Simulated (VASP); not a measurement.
# TiAl3: single point with PBEsol

The system is TiAl3.

```
CELL_PARAMETERS angstrom
3.94834 0.00000 0.00000
0.00000 3.94834 0.00000
0.00000 0.00000 7.89669
ATOMIC_POSITIONS crystal
Ti 0.00000 0.00000 0.00000
Ti 0.00000 0.00000 0.50000
Al 0.50000 0.50000 0.50000
Al 0.50000 0.50000 0.00000
Al 0.50000 0.00000 0.25000
Al 0.50000 0.00000 0.75000
Al 0.00000 0.50000 0.25000
Al 0.00000 0.50000 0.75000
```

```
Program                : VASP 6.6.1
Task                   : single point
Functional             : PBEsol
Potentials or basis    : VASP PAW PBE potentials, release 64 (Ti_sv, Al)
Cutoff                 : 520 eV
k mesh                 : 12 × 12 × 6
Occupations            : gaussian, width 0.15 eV
Spin                   : no spin polarisation
Dipole correction      : no
Further INCAR settings : ALGO = Fast; EDIFF = 1e-07; NBANDS = 31
```

* Pressure: 0.1 GPa
* Band gap on the k mesh: zero (bands 21 and 22 overlap by 2.98 eV)

Levels at points of the mesh, in eV from the Fermi level:
```
           k point  band 17  band 18  band 19  band 20  band 21  band 22  band 23  band 24  band 25  band 26
(0.00, 0.00, 0.00)    -2.18    -2.18    -2.18     0.14     0.14     0.14     0.39     0.68     0.74     0.74
(0.50, 0.00, 0.00)    -2.23    -1.28    -1.28     0.39     0.62     0.74     0.74     0.86     0.94     0.99
(0.50, 0.50, 0.00)    -3.52    -3.52    -3.52    -1.28    -1.28     0.17     0.62     0.86     1.09     1.14
(0.00, 0.00, 0.50)    -2.22    -2.22    -0.96    -0.96     0.26     0.26     0.33     0.33     0.33     0.33
(0.50, 0.00, 0.50)    -1.89    -1.89    -0.80    -0.80     0.32     0.32     0.80     0.80     1.01     1.01
(0.50, 0.50, 0.50)    -2.42    -2.42    -2.36    -2.36    -2.36    -2.36     0.88     0.88     1.17     1.17
```

It took 23 min on 1 thread of Intel(R) Xeon(R) Platinum 8259CL CPU @ 2.50GHz (Skylake/Cascade Lake), with other jobs on the host, peak memory 0.47 GiB.

Caveat: the PAW data sets were made with another functional, which shifts forces and pressure a little.
